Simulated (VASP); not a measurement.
# ZrAl3B3N (P1) in VASP: relaxation of cell and atoms with PBE

Aim: the relaxation of cell and atoms of ZrAl3B3N with PBE.

Program: VASP 6.6.1. These are calculated values, not measurements. Logs are shortened: lines on timing, memory, paths and dates and some standing lists are left out, and cuts for length are marked.

## Step 1: The cell of the first run

The typed cell holds 8 atoms: a = 3.355 Å, b = 5.495 Å, c = 5.858 Å, α = 65.66°, β = 82.42°, γ = 81.53°.

## Step 2: Relaxation of cell and atoms, PBE

Contents of INCAR:

```
ALGO = Normal
EDIFF = 1E-7
EDIFFG = -0.025
ENCUT = 600
GGA = PE
IBRION = 2
ISIF = 3
ISMEAR = 0
LASPH = T
LCHARG = F
LREAL = F
LWAVE = F
NELM = 60
NSW = 80
PREC = Accurate
SIGMA = 0.2
```

Contents of KPOINTS:

```
k-points
0
Gamma
  6 4 4
```

Contents of POSCAR:

```
ZrAl3B3N
1.0
    3.3547166363     -0.0346622399      0.0290011724
    0.8647227285      5.4256327415      0.1150326590
    0.7493197443      2.2120455627      5.3719675167
Zr Al B N
1 3 3 1
Direct
    0.6326707735      0.0602162367      0.2966583472
    0.0863179828      0.5463130075      0.8918592492
    0.1941719405      0.5757097038      0.4021380580
    0.7541796081      0.1519292375      0.7676532908
    0.6199269772      0.5993578987      0.6107862524
    0.2770671216      0.9060012653      0.0263788836
    0.4499959493      0.8470790880      0.7445036224
    0.0981723271      0.3237546027      0.2515149464
```

Potentials or basis: VASP PAW PBE potentials, release 64 (Zr_sv, Al, B, N).

The run is started by

```sh
> cat potpaw_PBE.64/Zr_sv/POTCAR potpaw_PBE.64/Al/POTCAR potpaw_PBE.64/B/POTCAR potpaw_PBE.64/N/POTCAR > POTCAR
> mpirun -np 1 vasp_std > vasp.out
```

OUTCAR:

```text
EDIFF = 1E-7
   EDIFFG = -0.025
   ENCUT = 600
   GGA = PE
   IBRION = 2
   ISIF = 3
   ISMEAR = 0
   LASPH = T
   LREAL = F
   NELM = 60
   NSW = 80
   PREC = Accurate

 ion  position               nearest neighbor table
   1  0.633  0.060  0.297-   8 2.10   8 2.20   7 2.43   5 2.44   6 2.56   6 2.75   4 2.91   3 2.91
                             3 3.03   4 3.09   2 3.18   3 3.25   2 3.26
   2  0.086  0.546  0.892-   8 1.95   7 2.03   5 2.23   5 2.32   7 2.51   6 2.59   3 2.78   4 2.95
                             4 3.11   3 3.13   4 3.16   1 3.18   1 3.26
   3  0.194  0.576  0.402-   8 2.00   5 2.05   5 2.16   6 2.22   2 2.78   4 2.87   1 2.91   1 3.03
                             4 3.03   2 3.13   1 3.25
   4  0.754  0.152  0.768-   7 2.14   6 2.23   5 2.24   6 2.35   7 2.69   3 2.87   1 2.91   2 2.95
                             3 3.03   1 3.09   2 3.11   2 3.16
   5  0.620  0.599  0.611-   7 1.82   3 2.05   3 2.16   2 2.23   4 2.24   2 2.32   1 2.44
   6  0.277  0.906  0.026-   7 1.82   3 2.22   4 2.23   4 2.35   1 2.56   2 2.59   1 2.75
   7  0.450  0.847  0.745-   6 1.82   5 1.82   2 2.03   4 2.14   1 2.43   2 2.51   4 2.69
   8  0.098  0.324  0.252-   2 1.95   3 2.00   1 2.10   1 2.20

  LATTYP: Found a triclinic cell.
 ALAT       =     5.4953133264
 B/A-ratio  =     1.1214015349
 C/A-ratio  =     0.6105240686
 COS(alpha) =     0.0059635289
 COS(beta)  =     0.1473226202
 COS(gamma) =     0.4999560517

  Lattice vectors:

 A1 = (  -0.8647227285,  -5.4256327415,  -0.1150326590)
 A2 = (  -0.1154029842,  -3.2135871788,   5.2569348577)
 A3 = (  -3.3547166363,   0.0346622399,  -0.0290011724)

Analysis of symmetry for initial positions (statically):
=====================================================================
 Subroutine PRICEL returns:
 Original cell was already a primitive cell.

 Routine SETGRP: Setting up the symmetry group for a
 triclinic supercell.

 Subroutine GETGRP returns: Found  1 space group operations
 (whereof  1 operations were pure point group operations)
 out of a pool of  2 trial point group operations.

The static configuration has the point symmetry C_1 .

Analysis of symmetry for dynamics (positions and initial velocities):
=====================================================================
 Subroutine PRICEL returns:
 Original cell was already a primitive cell.

 Routine SETGRP: Setting up the symmetry group for a
 triclinic supercell.

 Subroutine GETGRP returns: Found  1 space group operations
 (whereof  1 operations were pure point group operations)
 out of a pool of  2 trial point group operations.

The dynamic configuration has the point symmetry C_1 .

 Subroutine INISYM returns: Found  1 space group operations
 (whereof  1 operations are pure point group operations),
 and found     1 'primitive' translations

----------------------------------------------------------------------------------------

                                     Primitive cell

  volume of cell :      97.0196

  direct lattice vectors                    reciprocal lattice vectors
     3.354716636 -0.034662240  0.029001172     0.297794056 -0.046991179 -0.022188581
     0.864722728  5.425632742  0.115032659     0.002580471  0.185526373 -0.076755190
     0.749319744  2.212045563  5.371967517    -0.001662932 -0.003719083  0.187914920

  length of vectors
     3.355021050  5.495313326  5.857700970     0.302294234  0.200793558  0.187959076

  position of ions in fractional coordinates (direct lattice)
     0.632670774  0.060216237  0.296658347
     0.086317983  0.546313007  0.891859249
     0.194171940  0.575709704  0.402138058
     0.754179608  0.151929237  0.767653291
     0.619926977  0.599357899  0.610786252
     0.277067122  0.906001265  0.026378884
     0.449995949  0.847079088  0.744503622
     0.098172327  0.323754603  0.251514946

  ion indices of the primitive-cell ions
   primitive index   ion index
                 1           1
                 2           2
                 3           3
                 4           4
                 5           5
                 6           6
                 7           7
                 8           8

----------------------------------------------------------------------------------------

 KPOINTS: k-points

Automatic generation of k-mesh.
 Grid dimensions read from file:
 generate k-points for:    6    4    4

 Generating k-lattice:

  Cartesian coordinates                     Fractional coordinates (reciprocal lattice)
     0.049632343 -0.007831863 -0.003698097     0.166666667  0.000000000  0.000000000
     0.000645118  0.046381593 -0.019188797     0.000000000  0.250000000  0.000000000
    -0.000415733 -0.000929771  0.046978730     0.000000000  0.000000000  0.250000000

  Length of vectors
     0.050382372  0.050198390  0.046989769

  Shift w.r.t. Gamma in fractional coordinates (k-lattice)
     0.000000000  0.000000000  0.000000000

 Subroutine IBZKPT returns following result:
 ===========================================

 Found     52 irreducible k-points:

 Following reciprocal coordinates:
            Coordinates               Weight
  0.000000  0.000000  0.000000      1.000000
  0.166667  0.000000  0.000000      2.000000
  0.333333  0.000000  0.000000      2.000000
  0.500000 -0.000000  0.000000      1.000000
  0.000000  0.250000  0.000000      2.000000
  0.166667  0.250000  0.000000      2.000000
[... 16 lines left out ...]
  0.333333  0.250000  0.250000      2.000000
  0.500000  0.250000  0.250000      2.000000
 [... further k-points ...]
   k-points           NKPTS =     52   k-points in BZ     NKDIM =     52   number of bands    NBANDS=     22
   number of dos      NEDOS =    301   number of ions     NIONS =      8
   total plane-waves  NPLWV =  64512
   dimension x,y,z NGX =    28 NGY =   48 NGZ =   48
   dimension x,y,z NGXF=    56 NGYF=   96 NGZF=   96
   ions per type =               1   3   3   1
   NGX,Y,Z   is equivalent  to a cutoff of  13.87, 14.52, 13.62 a.u.
   NGXF,Y,Z  is equivalent  to a cutoff of  27.75, 29.04, 27.25 a.u.
 SYSTEM =  unknown system
   PREC   = accura    normal or accurate (medium, high low for compatibility)
   ISTART =      0    job   : 0-new  1-cont  2-samecut
   ICHARG =      2    charge: 1-file 2-atom 10-const
   ISPIN  =      1    spin polarized calculation?
   LNONCOLLINEAR =      F non collinear calculations
   LSORBIT =      F    spin-orbit coupling
   LASPH  =      T    aspherical Exc in radial PAW
   ENCUT  =  600.0 eV  44.10 Ry    6.64 a.u.   6.70 10.98 11.70*2*pi/ulx,y,z
   NELM   =     60;   NELMIN=  2; NELMDL= -5     # of ELM steps
   EDIFF  = 0.1E-06   stopping-criterion for ELM
   LREAL  =      F    real-space projection
   EDIFFG = -.3E-01   stopping-criterion for IOM
   NSW    =     80    number of steps for IOM
   IBRION =      2    ionic relax: 0-MD 1-quasi-New 2-CG
   NFREE  =      1    steps in history (QN), initial steepest desc. (CG)
   ISIF   =      3    stress and relaxation
   ISYM   =      2    0-nonsym 1-usesym 2-fastsym
   POTIM  = 0.5000    time-step for ionic-motion
   TEBEG  =    0.0;   TEEND  =   0.0 temperature during run
   PSTRESS=    0.0 pullay stress
   NELECT =      35.0000    total number of electrons
   NUPDOWN=      -1.0000    fix difference up-down
   EMIN   =  10.00;   EMAX   =-10.00  energy-range for DOS
   EFERMI =   0.00;   METHOD = LEGACY
   ISMEAR =     0;   SIGMA  =   0.20  broadening in eV -4-tet -1-fermi 0-gaus
   EFERMI_NEDOS =   21; number of points for ismear=-14 and -15
   IALGO  =     38    algorithm
   IMIX   =      4    mixing-type and parameters
     AMIX     =   0.40;   BMIX     =  1.00
     AMIX_MAG =   1.60;   BMIX_MAG =  1.00
  volume/ion in A,a.u.               =      12.13        81.84
  Fermi-wavevector in a.u.,A,eV,Ry     =   1.165407  2.202300 18.479075  1.358174
  Thomas-Fermi vector in A             =   2.301933
   LORBIT       =      0    0 simple, 1 ext, 2 COOP (PROOUT), +10 PAW based schemes
   GGA     = PE    functional components
   LHFCALC =     F    Hartree Fock is set to
   AEXX    =    0.0000 exact exchange contribution
   IVDW    =     0    specifies the selected vdW correction
   LEPSILON=     F    determine dielectric tensor
   LRPA    =     F    only Hartree local field effects (RPA)
 conjugate gradient relaxation of ions
 non-spin polarized calculation
 Gauss-broadening in eV      SIGMA  =   0.20
  energy-cutoff  :      600.00
  volume of cell :       97.02
 maximum number of plane-waves:      3258
   NGX = 13   NGY = 21   NGZ = 23

--------------------------------------- Ionic step        1  -------------------------------------------

 number of electron      34.9999999 magnetization

 Free energy of the ion-electron system (eV)
  ---------------------------------------------------
  ext. energy  EPLUGINS =         0.00000000
  ---------------------------------------------------
  free energy    TOTEN  =       -49.55295380 eV

  energy without entropy =      -49.53124928  energy(sigma->0) =      -49.54210154

------------------------ aborting loop because EDIFF is reached ----------------------------------------

  FORCE on cell =-STRESS in cart. coord.  units (eV):
  Direction    XX          YY          ZZ          XY          YZ          ZX
  --------------------------------------------------------------------------------------
  -------------------------------------------------------------------------------------
  Total        3.0901760     -1.1408678     -1.3514723      1.5048158     -3.5617470     -0.8810510
  in kB       51.0310190    -18.8402369    -22.3181493     24.8504557    -58.8185194    -14.5496340
  external PRESSURE =       3.2908776 kB  Pullay stress =       0.0000000 kB
[... 107 lines left out ...]
  FREE ENERGIE OF THE ION-ELECTRON SYSTEM (eV)
  ---------------------------------------------------
  free  energy   TOTEN  =       -50.0498908638 eV

  energy  without entropy=      -50.0271955945  energy(sigma->0) =      -50.03854323

[... ionic steps 4 to 11 ...]

--------------------------------------- Ionic step       12  -------------------------------------------

 number of electron      35.0000000 magnetization

------------------------ aborting loop because EDIFF is reached ----------------------------------------
[... 79 lines left out ...]
--------------------------------------- Ionic step       14  -------------------------------------------

 number of electron      35.0000000 magnetization

 Free energy of the ion-electron system (eV)
  ---------------------------------------------------
  ext. energy  EPLUGINS =         0.00000000
  ---------------------------------------------------
  free energy    TOTEN  =       -50.12129780 eV

  energy without entropy =      -50.10101233  energy(sigma->0) =      -50.11115506

 E-fermi :   8.2573     XC(G=0): -10.9862

 val. band max:        8.1996993502   @ k =  -0.0000   0.2500   0.2500
 cond. band min:       8.3748196714   @ k =  -0.1667   0.2500   0.2500
 fundamental gap:      0.1751203213
 Fermi energy:         8.2573154263

 k-point     1 :       0.0000    0.0000    0.0000
  band No.  band energies     occupation
      1     -40.9600      2.00000
      2     -19.1638      2.00000
      3     -19.0200      2.00000
      4     -18.8912      2.00000
      5      -7.1474      2.00000
      6      -3.6158      2.00000
[... 589 lines left out ...]
     21      10.3985      0.00000
     22      10.9954      0.00000

 [... further k-points ...]

------------------------ aborting loop because EDIFF is reached ----------------------------------------

  FORCE on cell =-STRESS in cart. coord.  units (eV):
  Direction    XX          YY          ZZ          XY          YZ          ZX
  --------------------------------------------------------------------------------------
  -------------------------------------------------------------------------------------
  Total       -0.0106977      0.0143463      0.0374705      0.0190954     -0.0095904     -0.0193309
  in kB       -0.1767560      0.2370393      0.6191149      0.3155086     -0.1584588     -0.3193987
  external PRESSURE =       0.2264661 kB  Pullay stress =       0.0000000 kB
[... 23 lines left out ...]
  FREE ENERGIE OF THE ION-ELECTRON SYSTEM (eV)
  ---------------------------------------------------
  free  energy   TOTEN  =       -50.1212977962 eV

  energy  without entropy=      -50.1010123298  energy(sigma->0) =      -50.11115506

 reached required accuracy - stopping structural energy minimisation
```

It took 15 min on 1 thread of Intel Xeon Platinum 8488C (Sapphire Rapids), shared host; peak memory 0.34 GiB.

What came out:

- Free energy: -50.1213 eV
- Relaxed volume: 12.12 Å³/atom
- Relaxed cell: a = 3.371 Å, b = 5.493 Å, c = 5.756 Å, α = 67.62°, β = 82.83°, γ = 80.40°
- Space group after relaxing (to 0.1 Å): P1 (No. 1)
- Energy gained by relaxing: 71.0 meV/atom
- Ionic steps: 14
- Pressure after relaxing: 0.0 GPa
- Largest force after relaxing: 0.020 eV/Å
- Band gap on the k mesh: zero (an odd number of electrons rules out a gap without spin polarisation)

Forces on the atoms (eV/Å):
```
Zr   0.006  0.003 -0.003
Al   0.004 -0.017 -0.011
Al  -0.006 -0.003  0.008
Al   0.005  0.007 -0.001
B   -0.012 -0.002 -0.002
B    0.009  0.012  0.002
B    0.002  0.009 -0.002
N   -0.009 -0.010  0.008
```

Step by step:
```csv
step,energy change (eV),largest force (eV/Å),pressure (GPa),volume (Å³)
1,0.0000,2.2291,0.33,97.02
2,-0.4886,0.7432,-0.08,97.29
3,-0.4969,0.7065,-0.32,97.27
4,-0.5573,0.2477,-0.01,96.96
5,-0.5592,0.2997,0.10,96.90
6,-0.5654,0.0977,-0.03,96.97
7,-0.5654,0.1058,-0.04,96.97
8,-0.5671,0.0494,-0.02,96.94
9,-0.5673,0.0584,-0.01,96.93
10,-0.5678,0.0337,0.03,96.91
11,-0.5678,0.0394,0.05,96.91
12,-0.5682,0.0311,0.00,96.96
13,-0.5682,0.0418,-0.03,96.98
14,-0.5683,0.0202,0.02,96.97
```

Final structure:
```xyz
8
Lattice="3.3714 -0.0025 -0.0026 0.9205 5.4154 -0.0041 0.7239 2.1036 5.3086" Properties=species:S:1:pos:R:3 pbc="T T T"
Zr    2.4489    0.9407    1.5663
Al    1.3943    4.8218    4.7598
Al    1.4310    3.9287    2.0299
Al    3.2699    2.3984    4.1237
B     3.1112    4.5346    3.3776
B     1.7668    4.9969    0.0661
B     2.8537    6.1666    3.9677
N     0.7987    2.3189    1.2736
```

Levels at points of the mesh, in eV from the Fermi level:
| k point | band 14 | band 15 | band 16 | band 17 | band 18 | band 19 | band 20 | band 21 |
| --- | --- | --- | --- | --- | --- | --- | --- | --- |
| (0.00, 0.00, 0.00) | -2.27 | -1.92 | -1.09 | -0.31 | 0.86 | 1.84 | 1.94 | 2.41 |
| (0.50, 0.00, 0.00) | -3.77 | -3.46 | -2.62 | -1.48 | -0.86 | 0.67 | 0.74 | 1.60 |
| (0.00, 0.50, 0.00) | -2.45 | -2.20 | -0.58 | -0.48 | 0.50 | 0.81 | 1.64 | 2.21 |
| (0.50, 0.50, 0.00) | -3.47 | -2.96 | -2.19 | -1.19 | -0.65 | 0.25 | 0.34 | 2.78 |
| (0.00, 0.00, 0.50) | -3.00 | -2.34 | -1.89 | -0.85 | 0.80 | 1.32 | 2.88 | 3.16 |
| (0.50, 0.00, 0.50) | -3.31 | -3.05 | -2.16 | -1.10 | -0.81 | 0.34 | 0.91 | 1.37 |
| (0.00, 0.50, 0.50) | -2.68 | -1.93 | -1.24 | -0.47 | 0.31 | 1.01 | 1.29 | 1.76 |
| (0.50, 0.50, 0.50) | -3.49 | -3.07 | -2.34 | -1.59 | -0.44 | 0.19 | 1.43 | 2.40 |

Caveat: an odd number of electrons without spin polarisation forces a metal; a magnetic or distorted state may lie lower.

The gap in the log of VASP goes by the Fermi energy; the results here count the filled bands.